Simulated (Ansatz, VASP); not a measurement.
## Two plane-wave programs on CoSi2

```
Co Si
1.0
     0.00000    2.63681    2.63681
     2.63681    0.00000    2.63681
     2.63681    2.63681    0.00000
Co Si
1 2
Direct
  0.00000 0.00000 0.00000
  0.25000 0.25000 0.25000
  0.75000 0.75000 0.75000
```

Alike in both runs: task electric field gradients; functional LDA; k mesh 14 × 14 × 14; occupations gaussian, width 0.05 eV; no spin polarisation.

|  | VASP | Ansatz |
| --- | --- | --- |
| version | VASP 6.6.1 | Ansatz 0.2.0 |
| potentials or method | VASP PAW LDA potentials, release 64 (Co, Si), cutoff 520 eV | scalar-relativistic, plane waves, PAW |
| valence electrons in the cell | 17 | 25 |

|  | VASP | Ansatz | Ansatz less VASP |
| --- | --- | --- | --- |
| gap on the k mesh at the Fermi level (eV) | none | none | - |
| pressure (GPa) | 0.3 | 0.0 | -0.27 |

LDA's correlation is that of Perdew and Zunger in VASP and of Perdew and Wang (1992) in Ansatz. A gap of «none» marks a metal or a gap that the smearing closes. VASP's potentials hold 17 valence electrons a cell and Ansatz's 25, so a difference there can come from the potentials and not from the codes.
